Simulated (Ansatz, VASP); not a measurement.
# One calculation of Na4Ge3W, two programs

```
CELL_PARAMETERS angstrom
5.85066 0.00000 0.00000
0.00000 5.85066 0.00000
0.00000 0.00000 5.85066
ATOMIC_POSITIONS crystal
Na 0.50000 0.00000 0.00000
Na 0.50000 0.50000 0.50000
Na 0.00000 0.00000 0.50000
Na 0.00000 0.50000 0.00000
Ge 0.00000 0.50000 0.50000
Ge 0.50000 0.00000 0.50000
Ge 0.50000 0.50000 0.00000
W 0.00000 0.00000 0.00000
```

Change from the starting cell: species swapped into the Mg3VO4 type (Pm-3m, No. 221).

Alike in both runs: functional PBE; k mesh 4 × 4 × 4; occupations gaussian, width 0.1 eV; no spin polarisation.

Ansatz relaxed the structure, and its values are those at the end. VASP's run is a single point on that final structure, the one shown.

|  | VASP | Ansatz |
| --- | --- | --- |
| version | VASP 6.6.1 | Ansatz 0.2.0 |
| potentials or method | VASP PAW PBE potentials, release 64 (Na_pv, Ge_d, W_sv), cutoff 520 eV | scalar-relativistic, plane waves, PAW |
| valence electrons in the cell | 84 | 92 |

|  | VASP | Ansatz | Ansatz less VASP |
| --- | --- | --- | --- |
| gap on the k mesh at the Fermi level (eV) | none | none | - |
| pressure (GPa) | 0.0 | 0.0 | -0.01 |

A gap of «none» marks a metal or a gap that the smearing closes. With one functional, cell and mesh, what is left measures potentials, basis and numerics. VASP's potentials hold 84 valence electrons a cell and Ansatz's 92, so a difference there can come from the potentials and not from the codes.

Neither program's run includes spin-orbit coupling.
